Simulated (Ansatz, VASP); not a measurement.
TiCo in VASP and in Ansatz

The input INCAR:

```
SYSTEM = TiCo
ALGO = Normal
EDIFF = 1E-7
ENCUT = 520
GGA = PE
ISIF = 2
ISMEAR = -1
LASPH = .True.
LCHARG = .False.
LREAL = .False.
LWAVE = .False.
NBANDS = 29
NELM = 80
PREC = Accurate
SIGMA = 0.03
```

KPOINTS

```
k-points
0
Gamma
  12 12 12
  0 0 0
```

The input POSCAR:

```
TiCo
1.0
    2.9861109900      2.9861109900      0.0000000000
    2.9861109900      0.0000000000      2.9861109900
    2.9861109900      0.0000000000     -2.9861109900
Ti Co
2 2
Direct
    0.0000000000      0.0000000000      0.0000000000
    0.0000000000      0.5000000000      0.5000000000
    0.5000000000      0.2500000000      0.7500000000
    0.5000000000      0.7500000000      0.2500000000
```

Input for Ansatz:

```yaml
crystal:
  lattice:
    - [2.98611099, 2.98611099, 0.0]
    - [2.98611099, 0.0, 2.98611099]
    - [2.98611099, 0.0, -2.98611099]
  atoms:
    - { symbol: Ti, position: [0.0, 0.0, 0.0] }
    - { symbol: Ti, position: [0.0, 0.5, 0.5] }
    - { symbol: Co, position: [0.5, 0.25, 0.75] }
    - { symbol: Co, position: [0.5, 0.75, 0.25] }
kpoints:
  mp_grid: { grid: [12, 12, 12] }
scf:
  occupations: { method: fermi_dirac, width: 0.03 }
  lower_state_search: "off"
hamiltonian:
  xc: pbe
  pseudopotentials: { kind: paw }
output:
  forces: true
  stress: true
  eigenvalues: true
```

Alike in both runs: task single point; functional PBE; k mesh 12 × 12 × 12; occupations fermi-dirac, width 0.03 eV; no spin polarisation.

|  | VASP | Ansatz |
| --- | --- | --- |
| version | VASP 6.6.1 | Ansatz 0.2.0 |
| potentials or method | VASP PAW PBE potentials, release 64 (Ti_sv, Co) | PAW with Ansatz's default frozen-core files, scalar-relativistic |
| plane-wave cutoff (eV) | 520 | 420 |
| valence electrons in the cell | 42 | 58 |

|  | VASP | Ansatz | Ansatz less VASP |
| --- | --- | --- | --- |
| pressure (GPa) | -2.9 | -2.5 | +0.35 |

VASP's potentials hold 42 valence electrons a cell and Ansatz's 58, so a difference there can come from the potentials and not from the codes.
